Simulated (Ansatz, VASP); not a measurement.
Pt in VASP and in Ansatz

```
Pt
1.0
     0.00000    1.96090    1.96090
     1.96090    0.00000    1.96090
     1.96090    1.96090    0.00000
Pt
1
Cartesian
  0.0000 0.0000 0.0000
```

Alike in both runs: task relaxation of cell and atoms; functional PBE; k mesh 8 × 8 × 8; occupations gaussian, width 0.1 eV; no spin polarisation.

|  | VASP | Ansatz |
| --- | --- | --- |
| version | VASP 6.6.1 | Ansatz 0.2.0 |
| potentials or method | VASP PAW PBE potentials, release 64 (Pt), cutoff 500 eV | scalar-relativistic, plane waves, PAW |
| valence electrons in the cell | 10 | 18 |

Ansatz gave:

```
gap on the k mesh at the Fermi level, each at its own relaxed structure (eV) : none
relaxed volume (Å³/atom)                                                     : 15.61
relaxed cell length with the largest relative difference (Å)                 : 2.805
```

Task: Which values does VASP return?

Result: gap on the k mesh at the Fermi level, each at its own relaxed structure (eV): none; relaxed volume (Å³/atom): 15.59; relaxed cell length with the largest relative difference (Å): 2.804.

A gap of «none» marks a metal or a gap that the smearing closes. VASP's potentials hold 10 valence electrons a cell and Ansatz's 18, so a difference there can come from the potentials and not from the codes.

Spin-orbit coupling is off throughout.
